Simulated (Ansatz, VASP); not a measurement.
**Y: VASP beside Ansatz**

The input INCAR:

```
SYSTEM = Y
  PREC = Accurate
  ENCUT = 520
  EDIFF = 1E-6
  ISMEAR = -1
  SIGMA = 0.05
  LREAL = .FALSE.
  LASPH = .TRUE.
  NELM = 60
  ALGO = Normal
  ISIF = 2
  LWAVE = .FALSE.
  LCHARG = .FALSE.
  GGA = PE
  NBANDS = 30
```

KPOINTS

```
regular mesh
0
G
  8 8 3
  0 0 0
```

POSCAR

```
Y
1.0
    3.6904778495      0.0000000000      0.0000000000
   -1.8452389247      3.1960475697      0.0000000000
    0.0000000000      0.0000000000     11.9999920442
Y
4
Direct
    0.6666666667      0.3333333333      0.7500000000
    0.0000000000      0.0000000000      0.5000000000
    0.3333333333      0.6666666667      0.2500000000
    0.0000000000      0.0000000000      0.0000000000
```

Contents of input.yaml:

```yaml
crystal:
  lattice:
    - [3.6904778495, 0.0, 0.0]
    - [-1.8452389247, 3.1960475697, 0.0]
    - [0.0, 0.0, 11.9999920442]
  atoms:
    - { symbol: "Y", position: [0.6666666667, 0.3333333333, 0.75] }
    - { symbol: "Y", position: [0.0, 0.0, 0.5] }
    - { symbol: "Y", position: [0.3333333333, 0.6666666667, 0.25] }
    - { symbol: "Y", position: [0.0, 0.0, 0.0] }
kpoints:
  mp_grid: { grid: [8, 8, 3] }
scf:
  occupations: { method: fermi_dirac, width: 0.05 }
hamiltonian:
  xc: pbe
  pseudopotentials: { kind: all_electron, lapw: { basis_error: 0.001 } }
output:
  forces: true
  stress: true
  eigenvalues: true
```

Change from the starting cell: volume scaled by 1.04.

Alike in both runs: task single point; functional PBE; k mesh 8 × 8 × 3; occupations fermi-dirac, width 0.05 eV; no spin polarisation.

|  | VASP | Ansatz |
| --- | --- | --- |
| version | VASP 6.6.1 | Ansatz 0.2.0 |
| potentials or method | VASP PAW PBE potentials, release 64 (Y_sv), cutoff 520 eV | all-electron LAPW, scalar-relativistic |

Ansatz gave:

- gap on the k mesh at the Fermi level (eV): none
- pressure (GPa): -2.9
- traceless stress, the component that is largest in VASP (GPa): -0.41

Problem. What did VASP give for the same quantities?

Solution. gap on the k mesh at the Fermi level (eV): none; pressure (GPa): -3.0; traceless stress, the component that is largest in VASP (GPa): -0.41.

A gap of «none» marks a metal or a gap that the smearing closes. Ansatz ran all-electron here, and VASP with PAW potentials.
